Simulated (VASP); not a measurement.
Write the native input for VASP 6.6.1 that does the following.

| Quantity | Value |
| --- | --- |
| Task | relaxation of cell and atoms |
| Functional | PBE |
| Potentials or basis | VASP PAW PBE potentials, release 64 (W_sv, C) |
| Cutoff | 600 eV |
| k mesh | 15 × 15 × 15 |
| Occupations | fermi-dirac, width 0.08 eV |
| Spin | no spin polarisation |
| Target pressure | 150 GPa |
| Dipole correction | no |
| Further INCAR settings | ALGO = Normal; EDIFF = 1e-06; IBRION = 2; EDIFFG = -0.005; NSW = 32; ISIF = 3 |

The structure of WC (CsCl type) lies in POSCAR:

```
WC
1.0
    2.5131382161      0.0000000000      0.0000000000
    0.0000000000      2.5131382161      0.0000000000
    0.0000000000      0.0000000000      2.5131382161
W C
1 1
Direct
    0.0000000000      0.0000000000      0.0000000000
    0.5000000000      0.5000000000      0.5000000000
```

The input as run:

INCAR

```
SYSTEM = WC
ALGO = Normal
EDIFF = 1E-6
EDIFFG = -0.005
ENCUT = 600
GGA = PE
IBRION = 2
ISIF = 3
ISMEAR = -1
LASPH = .True.
LCHARG = .False.
LREAL = .False.
LWAVE = .False.
NELM = 60
NSW = 32
PREC = Accurate
PSTRESS = 1500.0
SIGMA = 0.08
```

KPOINTS

```
k-points
0
Gamma
  15 15 15
  0 0 0
```

Potentials or basis: VASP PAW PBE potentials, release 64 (W_sv, C).

Launch:

```sh
$ cat potpaw_PBE.64/W_sv/POTCAR potpaw_PBE.64/C/POTCAR > POTCAR
$ mpirun -np 1 vasp_std > vasp.out
```

Results of the run:

The relaxed volume is 7.97 Å³/atom and the relaxed cell is a = 2.517 Å, b = 2.517 Å, c = 2.517 Å, α = 90.00°, β = 90.00°, γ = 90.00°. The space group after relaxing (to 0.1 Å) is Pm-3m (No. 221) and the energy change on relaxing (the run minimises the enthalpy) is -35.1 meV/atom. The ionic steps are 3. The pressure after relaxing is 150.0 GPa and the band gap on the k mesh is zero (bands 9 and 10 overlap by 9.20 eV).

Caveat: the cell is relaxed towards a set pressure, so the run minimises the enthalpy, not the energy; spin-orbit coupling is left out, which moves the levels of the heavy elements.

Wall time 25 s on 1 thread of Intel(R) Xeon(R) 6975P-C (Granite Rapids) (shared host), peak memory 0.15 GiB.
